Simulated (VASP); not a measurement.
Runs of VASP 6.6.1 on Fe. The structure is that of space group Im-3m (No. 229), or close to it. The cells are those of the table. 

```csv
spin,cell,gap on the mesh (eV),pressure (GPa),moment (μB)
off,"a = 2.452 Å, angles 109.5°, 1 atom",none,-18.0,-
"collinear, ferromagnetic start","a = 2.452 Å, angles 109.5°, 1 atom",none,-0.1,2.18
"collinear, ferromagnetic start","a = 2.445 Å, angles 109.5°, 1 atom",none,1.5,(a)
"collinear, ferromagnetic start","a = 2.499 Å, angles 109.5°, 1 atom",none,(b),2.30
```

Alike in all rows: task single point; level PBE; potentials or basis VASP PAW PBE potentials, release 64 (Fe); k mesh 22 × 22 × 22; cutoff (eV) 520; smearing gaussian 0.05 eV.

Task: Fill in the values left out.

Result: (a) 2.17; (b) -9.3.

A gap of «none» marks levels without a gap at the run's occupations.
